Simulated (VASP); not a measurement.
Input of a VASP 6.6.1 run:

The input INCAR:

```
PREC = Accurate
ENCUT = 520
EDIFF = 1E-6
ISMEAR = -1
SIGMA = 0.02
LREAL = F
LASPH = T
NELM = 60
ALGO = Normal
ISIF = 2
LWAVE = F
LCHARG = F
GGA = PE
NBANDS = 15
```

Contents of KPOINTS:

```
regular mesh
0
Gamma
  8 8 8
```

Contents of POSCAR:

```
KF
1.0
    3.2993498803      0.0000000000      0.0000000000
    0.0000000000      3.2993498803      0.0000000000
    0.0000000000      0.0000000000      3.1612316261
K F
1 1
Direct
    0.0000000000      0.0000000000      0.0000000000
    0.5000000000      0.5000000000      0.5000000000
```

Potentials or basis: VASP PAW PBE potentials, release 64 (K_sv, F).

Launch:

```sh
$ cat potpaw_PBE.64/K_sv/POTCAR potpaw_PBE.64/F/POTCAR > POTCAR
$ mpirun -np 1 vasp_std > vasp.out
```

Predict the pressure.

0.2 GPa.

Predict the band gap on the k mesh.

6.19 eV, indirect (least direct gap 6.23 eV).

Stress tensor (GPa, compression positive):
```
-1.04  0.00  0.00
 0.00 -1.04  0.00
 0.00  0.00  2.65
```

Caveat: the cell differs from its parent crystal (epitaxial xy strain +3.8%). A k mesh can miss the band edges.
